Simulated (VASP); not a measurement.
Here is a VASP 6.6.1 calculation.

File INCAR:

```
PREC = Accurate ; ENCUT = 520
EDIFF = 1E-6 ; ISMEAR = 0
SIGMA = 0.1 ; LREAL = F
LASPH = T ; NELM = 150
ALGO = Normal ; ISIF = 2
LWAVE = F ; LCHARG = F
ISPIN = 2 ; MAGMOM = 0 0 0.67 0.67 0.67 0.67
LORBIT = 11 ; GGA = PE
NBANDS = 32
```

The input KPOINTS:

```
regular mesh
0
Gamma
  8 8 8
```

The input POSCAR:

```
CaAlO4
1.0
    4.6197440527      0.0000000000      0.0000000000
    0.0000000000      4.6197440527      0.0000000000
    0.0000000000      0.0000000000      4.6197440527
Ca Al O
1 1 4
Direct
    0.0000000000      0.0000000000      0.0000000000
    0.5000000000      0.5000000000      0.5000000000
    0.7193353182      0.7193353182      0.7193353182
    0.2806646818      0.2806646818      0.7193353182
    0.2806646818      0.7193353182      0.2806646818
    0.7193353182      0.2806646818      0.2806646818
```

Potentials or basis: VASP PAW PBE potentials, release 64 (Ca_sv, Al, O).

The run is started by

```bash
$ cat potpaw_PBE.64/Ca_sv/POTCAR potpaw_PBE.64/Al/POTCAR potpaw_PBE.64/O/POTCAR > POTCAR
$ mpirun -np 1 vasp_std > vasp.out
```

Task: Predict the band gap on the k mesh.

Result: Zero (filled and empty bands overlap).

Task: What does it give for the site moments?

Result: Ca -0.01; Al -0.03; O +0.62 μB.

Task: Estimate the pressure.

Result: 0.2 GPa.

Task: What does it give for the net moment?

Result: 3.00 μB per cell.

Forces on the atoms (eV/Å):
```
Ca   0.000  0.000  0.000
Al   0.000  0.000  0.000
O   -0.017 -0.017 -0.017
O    0.017  0.017 -0.017
O    0.017 -0.017  0.017
O   -0.017  0.017  0.017
```
